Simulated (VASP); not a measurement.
# CaSe (Fm-3m) in VASP: notebook

CaSe is run at these levels: r2SCAN; tasks: relaxation of the atoms.

All numbers are computed with VASP 6.6.1; they aren't measurements. Logs are shortened: lines on timing, memory, paths and dates and some standing lists are left out, and cuts for length are marked.

## (1) The cell of the first run

The structure is cubic, space group Fm-3m (No. 225). The conventional cell has a = 5.813 Å, b = 5.813 Å, c = 5.813 Å, α = 90.00°, β = 90.00°, γ = 90.00°. Ca (site symmetry m-3m) has 6 Se at 2.91 Å within 3.8 Å. Within 3.8 Å of Se (site symmetry m-3m) lie 6 Ca at 2.91 Å.

## (2) Relaxation of the atoms, r2SCAN

Contents of POSCAR:

```
CaSe
1.0
    0.0000000000      2.9066545200      2.9066545200
    2.9066545200      0.0000000000      2.9066545200
    2.9066545200      2.9066545200      0.0000000000
Ca Se
1 1
Direct
    0.0000000000      0.0000000000      0.0000000000
    0.5000000000      0.5000000000      0.5000000000
```

Contents of INCAR.step1:

```
SYSTEM = CaSe
PREC     = Accurate       ! precision mode
ENCUT    = 520            ! plane-wave cutoff, eV
ISMEAR   = -1             ! smearing method
SIGMA    = 0.02           ! smearing width, eV
LREAL    = .FALSE.        ! projectors in reciprocal space
LASPH    = .TRUE.         ! aspherical terms in the spheres
NELM     = 60             ! most SCF steps
GGA      = PE             ! functional
ALGO     = Normal         ! electronic algorithm
EDIFF    = 1E-4           ! SCF threshold, eV
LWAVE    = .TRUE.         ! write WAVECAR
LCHARG   = .FALSE.        ! write CHGCAR
```

Contents of INCAR.step2:

```
SYSTEM = CaSe
PREC     = Accurate       ! precision mode
ENCUT    = 520            ! plane-wave cutoff, eV
EDIFF    = 1E-6           ! SCF threshold, eV
ISMEAR   = -1             ! smearing method
SIGMA    = 0.02           ! smearing width, eV
LREAL    = .FALSE.        ! projectors in reciprocal space
LASPH    = .TRUE.         ! aspherical terms in the spheres
NELM     = 60             ! most SCF steps
ALGO     = Normal         ! electronic algorithm
ISIF     = 2              ! what is computed and relaxed
LWAVE    = .FALSE.        ! write WAVECAR
LCHARG   = .FALSE.        ! write CHGCAR
METAGGA  = R2SCAN         ! meta-GGA
LMIXTAU  = .TRUE.       
IBRION   = 2              ! ionic algorithm
NSW      = 50             ! ionic steps
EDIFFG   = -0.01          ! ionic threshold
ISTART   = 1
```

Contents of KPOINTS:

```
Automatic mesh
0
G
  8 8 8
  0 0 0
```

Potentials or basis: VASP PAW PBE potentials, release 64 (Ca_sv, Se).

Run with:

```
cat potpaw_PBE.64/Ca_sv/POTCAR potpaw_PBE.64/Se/POTCAR > POTCAR
cp INCAR.step1 INCAR
mpirun -np 1 vasp_std > vasp.out
cp INCAR.step2 INCAR
mpirun -np 1 vasp_std > vasp.out
```

OUTCAR:

```text
SYSTEM = CaSe
   PREC = Accurate
   ENCUT = 520
   EDIFF = 1E-6
   ISMEAR = -1
   LREAL = .FALSE.
   LASPH = .TRUE.
   NELM = 60
   ISIF = 2
   METAGGA = R2SCAN
   IBRION = 2
   NSW = 50
   EDIFFG = -0.01
   ISTART = 1

 ion  position               nearest neighbor table
   1  0.000  0.000  0.000-   2 2.91   2 2.91   2 2.91   2 2.91   2 2.91   2 2.91
   2  0.500  0.500  0.500-   1 2.91   1 2.91   1 2.91   1 2.91   1 2.91   1 2.91

  LATTYP: Found a face centered cubic cell.
 ALAT       =     5.8133090400

  Lattice vectors:

 A1 = (   0.0000000000,   2.9066545200,   2.9066545200)
 A2 = (   2.9066545200,   0.0000000000,   2.9066545200)
 A3 = (   2.9066545200,   2.9066545200,   0.0000000000)

Analysis of symmetry for initial positions (statically):
=====================================================================
 Subroutine PRICEL returns:
 Original cell was already a primitive cell.

 Routine SETGRP: Setting up the symmetry group for a
 face centered cubic supercell.

 Subroutine GETGRP returns: Found 48 space group operations
 (whereof 48 operations were pure point group operations)
 out of a pool of 48 trial point group operations.

The static configuration has the point symmetry O_h .

Analysis of symmetry for dynamics (positions and initial velocities):
=====================================================================
 Subroutine PRICEL returns:
 Original cell was already a primitive cell.

 Routine SETGRP: Setting up the symmetry group for a
 face centered cubic supercell.

 Subroutine GETGRP returns: Found 48 space group operations
 (whereof 48 operations were pure point group operations)
 out of a pool of 48 trial point group operations.

The dynamic configuration has the point symmetry O_h .

 Subroutine INISYM returns: Found 48 space group operations
 (whereof 48 operations are pure point group operations),
 and found     1 'primitive' translations

----------------------------------------------------------------------------------------

                                     Primitive cell

  volume of cell :      49.1146

  direct lattice vectors                    reciprocal lattice vectors
     0.000000000  2.906654520  2.906654520    -0.172019067  0.172019067  0.172019067
     2.906654520  0.000000000  2.906654520     0.172019067 -0.172019067  0.172019067
     2.906654520  2.906654520  0.000000000     0.172019067  0.172019067 -0.172019067

  length of vectors
     4.110630243  4.110630243  4.110630243     0.297945765  0.297945765  0.297945765

  position of ions in fractional coordinates (direct lattice)
     0.000000000  0.000000000  0.000000000
     0.500000000  0.500000000  0.500000000

  ion indices of the primitive-cell ions
   primitive index   ion index
                 1           1
                 2           2

----------------------------------------------------------------------------------------

 KPOINTS: Automatic mesh

Automatic generation of k-mesh.
 Grid dimensions read from file:
 generate k-points for:    8    8    8

 Generating k-lattice:

  Cartesian coordinates                     Fractional coordinates (reciprocal lattice)
    -0.021502383  0.021502383  0.021502383     0.125000000  0.000000000  0.000000000
     0.021502383 -0.021502383  0.021502383     0.000000000  0.125000000  0.000000000
     0.021502383  0.021502383 -0.021502383     0.000000000  0.000000000  0.125000000

  Length of vectors
     0.037243221  0.037243221  0.037243221

  Shift w.r.t. Gamma in fractional coordinates (k-lattice)
     0.000000000  0.000000000  0.000000000

 Subroutine IBZKPT returns following result:
 ===========================================

 Found     29 irreducible k-points:

 Following reciprocal coordinates:
            Coordinates               Weight
  0.000000  0.000000  0.000000      1.000000
  0.125000  0.000000  0.000000      8.000000
  0.250000  0.000000  0.000000      8.000000
  0.375000  0.000000  0.000000      8.000000
  0.500000  0.000000  0.000000      4.000000
  0.125000  0.125000  0.000000      6.000000
[... 16 lines left out ...]
  0.500000  0.250000  0.125000     48.000000
 -0.375000  0.250000  0.125000     24.000000
 [... further k-points ...]
   k-points           NKPTS =     29   k-points in BZ     NKDIM =     29   number of bands    NBANDS=     12
   number of dos      NEDOS =    301   number of ions     NIONS =      2
   total plane-waves  NPLWV =  32768
   dimension x,y,z NGX =    32 NGY =   32 NGZ =   32
   dimension x,y,z NGXF=    64 NGYF=   64 NGZF=   64
   ions per type =               1   1
   NGX,Y,Z   is equivalent  to a cutoff of  12.94, 12.94, 12.94 a.u.
   NGXF,Y,Z  is equivalent  to a cutoff of  25.88, 25.88, 25.88 a.u.
 SYSTEM =  CaSe
   PREC   = accura    normal or accurate (medium, high low for compatibility)
   ISTART =      1    job   : 0-new  1-cont  2-samecut
   ICHARG =      0    charge: 1-file 2-atom 10-const
   ISPIN  =      1    spin polarized calculation?
   LNONCOLLINEAR =      F non collinear calculations
   LSORBIT =      F    spin-orbit coupling
   LASPH  =      T    aspherical Exc in radial PAW
   ENCUT  =  520.0 eV  38.22 Ry    6.18 a.u.   7.64  7.64  7.64*2*pi/ulx,y,z
   NELM   =     60;   NELMIN=  2; NELMDL=  0     # of ELM steps
   EDIFF  = 0.1E-05   stopping-criterion for ELM
   LREAL  =      F    real-space projection
   EDIFFG = -.1E-01   stopping-criterion for IOM
   NSW    =     50    number of steps for IOM
   IBRION =      2    ionic relax: 0-MD 1-quasi-New 2-CG
   NFREE  =      1    steps in history (QN), initial steepest desc. (CG)
   ISIF   =      2    stress and relaxation
   ISYM   =      2    0-nonsym 1-usesym 2-fastsym
   POTIM  = 0.5000    time-step for ionic-motion
   TEBEG  =    0.0;   TEEND  =   0.0 temperature during run
   PSTRESS=    0.0 pullay stress
   NELECT =      16.0000    total number of electrons
   NUPDOWN=      -1.0000    fix difference up-down
   EMIN   =  10.00;   EMAX   =-10.00  energy-range for DOS
   EFERMI =   0.00;   METHOD = LEGACY
   ISMEAR =    -1;   SIGMA  =   0.02  broadening in eV -4-tet -1-fermi 0-gaus
   EFERMI_NEDOS =   21; number of points for ismear=-14 and -15
   IALGO  =     38    algorithm
   IMIX   =      4    mixing-type and parameters
     AMIX     =   0.40;   BMIX     =  1.00
     AMIX_MAG =   1.60;   BMIX_MAG =  1.00
  volume/ion in A,a.u.               =      24.56       165.72
  Fermi-wavevector in a.u.,A,eV,Ry     =   1.126449  2.128679 17.264251  1.268887
  Thomas-Fermi vector in A             =   2.263131
   LORBIT       =      0    0 simple, 1 ext, 2 COOP (PROOUT), +10 PAW based schemes
   METAGGA = R2SCAN    functional components
   LHFCALC =     F    Hartree Fock is set to
   AEXX    =    0.0000 exact exchange contribution
   IVDW    =     0    specifies the selected vdW correction
   LEPSILON=     F    determine dielectric tensor
   LRPA    =     F    only Hartree local field effects (RPA)
 conjugate gradient relaxation of ions
 non-spin polarized calculation
  energy-cutoff  :      520.00
  volume of cell :       49.11
 maximum number of plane-waves:      1363
   NGX = 15   NGY = 15   NGZ = 15

 number of electron      16.0000002 magnetization

 Free energy of the ion-electron system (eV)
  ---------------------------------------------------
  ext. energy  EPLUGINS =         0.00000000
  ---------------------------------------------------
  free energy    TOTEN  =       -25.93899675 eV

  energy without entropy =      -25.93899675  energy(sigma->0) =      -25.93899675

 E-fermi :   3.0327     XC(G=0):  -9.8169

 val. band max:        2.5558322043   @ k =   0.0000   0.0000   0.0000
 cond. band min:       4.9137033311   @ k =   0.5000   0.5000   0.0000
 fundamental gap:      2.3578711268
 Fermi energy:         3.0326982847

 k-point     1 :       0.0000    0.0000    0.0000
  band No.  band energies     occupation
      1     -38.5813      2.00000
      2     -18.7034      2.00000
      3     -18.7034      2.00000
      4     -18.7034      2.00000
      5      -9.8323      2.00000
      6       2.5558      2.00000
      7       2.5558      2.00000
      8       2.5558      2.00000
      9       6.7553      0.00000
     10       6.7553      0.00000
     11       6.7553      0.00000
     12       7.0101      0.00000

 k-point     2 :       0.1250    0.0000    0.0000
  band No.  band energies     occupation
      1     -38.5799      2.00000
      2     -18.7260      2.00000
      3     -18.7047      2.00000
      4     -18.7046      2.00000
      5      -9.7221      2.00000
      6       1.7897      2.00000
      7       2.2956      2.00000
      8       2.2956      2.00000
      9       6.7800      0.00000
     10       6.9915      0.00000
     11       6.9915      0.00000
     12       7.8729      0.00000

 k-point     3 :       0.2500    0.0000    0.0000
  band No.  band energies     occupation
      1     -38.5768      2.00000
      2     -18.7797      2.00000
      3     -18.7077      2.00000
      4     -18.7076      2.00000
      5      -9.4419      2.00000
      6       0.4766      2.00000
      7       1.7929      2.00000
      8       1.7929      2.00000
      9       6.8937      0.00000
     10       7.5715      0.00000
     11       7.5715      0.00000
     12       8.9611      0.00000
[... 286 lines left out ...]
 k-point    23 :       0.5000    0.2500    0.1250
  band No.  band energies     occupation
      1     -38.5719      2.00000
      2     -18.8128      2.00000
      3     -18.7420      2.00000
      4     -18.7196      2.00000
      5      -9.1095      2.00000
      6      -0.2900      2.00000
      7       1.0209      2.00000
      8       1.3120      2.00000
      9       6.9770      0.00000
     10       8.5255      0.00000
     11       8.8143      0.00000
     12       8.9811      0.00000

 k-point    24 :      -0.3750    0.2500    0.1250
  band No.  band energies     occupation
      1     -38.5708      2.00000
      2     -18.8241      2.00000
      3     -18.7439      2.00000
      4     -18.7237      2.00000
      5      -9.0262      2.00000
      6      -0.4446      2.00000
      7       0.8103      2.00000
      8       1.2131      2.00000
      9       7.6600      0.00000
     10       7.9650      0.00000
     11       9.0474      0.00000
     12       9.4222      0.00000

 [... further k-points ...]

------------------------ aborting loop because EDIFF is reached ----------------------------------------

  FORCE on cell =-STRESS in cart. coord.  units (eV):
  Direction    XX          YY          ZZ          XY          YZ          ZX
  --------------------------------------------------------------------------------------
  -------------------------------------------------------------------------------------
  Total        1.2173804      1.2173804      1.2173804      0.0000000     -0.0000000      0.0000000
  in kB       39.7124479     39.7124479     39.7124479      0.0000000     -0.0000000      0.0000000
  external PRESSURE =      39.7124479 kB  Pullay stress =       0.0000000 kB

 VOLUME and BASIS-vectors are now :
 -----------------------------------------------------------------------------
  energy-cutoff  :      520.00
  volume of cell :       49.11
      direct lattice vectors                 reciprocal lattice vectors
     0.000000000  2.906654520  2.906654520    -0.172019067  0.172019067  0.172019067
     2.906654520  0.000000000  2.906654520     0.172019067 -0.172019067  0.172019067
     2.906654520  2.906654520  0.000000000     0.172019067  0.172019067 -0.172019067

 POSITION                                       TOTAL-FORCE (eV/Angst)
 -----------------------------------------------------------------------------------
      0.00000      0.00000      0.00000         0.000000      0.000000      0.000000
      2.90665      2.90665      2.90665        -0.000000     -0.000000     -0.000000
 -----------------------------------------------------------------------------------
    total drift:                                0.000000     -0.000000     -0.000000

  FREE ENERGIE OF THE ION-ELECTRON SYSTEM (eV)
  ---------------------------------------------------
  free  energy   TOTEN  =       -25.9389967458 eV

  energy  without entropy=      -25.9389967458  energy(sigma->0) =      -25.93899675

 reached required accuracy - stopping structural energy minimisation
```

It took 48 s on 1 thread of AMD EPYC 9R45 (Zen 5), shared host; peak memory 0.16 GiB.

Results:

| Quantity | Value |
| --- | --- |
| Free energy | -25.9390 eV |
| Pressure after relaxing | 4.0 GPa |
| Band gap on the k mesh | 2.36 eV (least direct gap 3.36 eV) |

Final structure:
```
CELL_PARAMETERS angstrom
0.00000 2.90665 2.90665
2.90665 0.00000 2.90665
2.90665 2.90665 0.00000
ATOMIC_POSITIONS crystal
Ca 0.00000 0.00000 0.00000
Se 0.50000 0.50000 0.50000
```

Levels at points of the mesh, in eV from the valence-band top:
```
           k point  band 4  band 5  band 6  band 7  band 8  band 9  band 10  band 11  band 12
(0.00, 0.00, 0.00)  -21.26  -12.39    0.00    0.00    0.00    4.20     4.20     4.20     4.45
(0.50, 0.00, 0.00)  -21.27  -11.56   -3.48   -1.31   -1.31    5.21     6.25     6.25     6.25
(0.50, 0.50, 0.00)  -21.30  -11.72   -2.68   -1.00   -1.00    2.36     5.70     6.05     6.83
```

Caveat: the relaxation stopped at its first step, so nothing moved; the PAW data sets were made with another functional, which shifts forces and pressure a little. A k mesh can miss the band edges.

## (3) Relaxation of the atoms, r2SCAN

This run uses another cell than the first one, of 25.08 Å³/atom.

Contents of POSCAR:

```
CaSe
1.0
    0.0000000000      2.9271245900      2.9271245900
    2.9271245900      0.0000000000      2.9271245900
    2.9271245900      2.9271245900      0.0000000000
Ca Se
1 1
Direct
    0.0000000000      0.0000000000      0.0000000000
    0.5000000000      0.5000000000      0.5000000000
```

Contents of INCAR.step1:

```
ALGO = Normal
EDIFF = 1E-4
ENCUT = 520
GGA = PE
ISMEAR = -1
LASPH = True
LCHARG = False
LREAL = False
LWAVE = True
NELM = 60
PREC = Accurate
SIGMA = 0.02
```

Contents of INCAR.step2:

```
ALGO = Normal
EDIFF = 1E-6
EDIFFG = -0.01
ENCUT = 520
IBRION = 2
ISIF = 2
ISMEAR = -1
ISTART = 1
LASPH = True
LCHARG = False
LMIXTAU = True
LREAL = False
LWAVE = False
METAGGA = R2SCAN
NELM = 60
NSW = 50
PREC = Accurate
SIGMA = 0.02
```

Contents of KPOINTS:

```
k-points
0
Gamma
  8 8 8
```

Potentials or basis: VASP PAW PBE potentials, release 64 (Ca_sv, Se).

Run with:

```
cat potpaw_PBE.64/Ca_sv/POTCAR potpaw_PBE.64/Se/POTCAR > POTCAR
cp INCAR.step1 INCAR
mpirun -np 1 vasp_std > vasp.out
cp INCAR.step2 INCAR
mpirun -np 1 vasp_std > vasp.out
```

It took 49 s on 1 thread of AMD EPYC 9R45 (Zen 5), shared host; peak memory 0.16 GiB.

It converged, with:

```
Free energy             : -25.9606 eV
Pressure after relaxing : 2.6 GPa
Band gap on the k mesh  : 2.41 eV (least direct gap 3.39 eV)
```

Final structure:
```cif
data_structure
_symmetry_space_group_name_H-M 'P 1'
_symmetry_Int_Tables_number 1
_cell_length_a 4.1396
_cell_length_b 4.1396
_cell_length_c 4.1396
_cell_angle_alpha 60.000
_cell_angle_beta 60.000
_cell_angle_gamma 60.000
_cell_volume 50.16
loop_
_atom_site_label
_atom_site_type_symbol
_atom_site_fract_x
_atom_site_fract_y
_atom_site_fract_z
_atom_site_occupancy
Ca1 Ca 0.00000 0.00000 0.00000 1
Se1 Se 0.50000 0.50000 0.50000 1
```

Levels at points of the mesh, in eV from the valence-band top:
| k point | band 5 | band 6 | band 7 | band 8 | band 9 | band 10 | band 11 | band 12 |
| --- | --- | --- | --- | --- | --- | --- | --- | --- |
| (0.00, 0.00, 0.00) | -12.31 | 0.00 | 0.00 | 0.00 | 4.21 | 4.21 | 4.21 | 4.32 |
| (0.50, 0.00, 0.00) | -11.52 | -3.40 | -1.26 | -1.26 | 5.18 | 6.19 | 6.20 | 6.20 |
| (0.50, 0.50, 0.00) | -11.67 | -2.63 | -0.98 | -0.98 | 2.41 | 5.67 | 5.96 | 6.76 |

Caveat: the relaxation stopped at its first step, so nothing moved; the PAW data sets were made with another functional, which shifts forces and pressure a little.
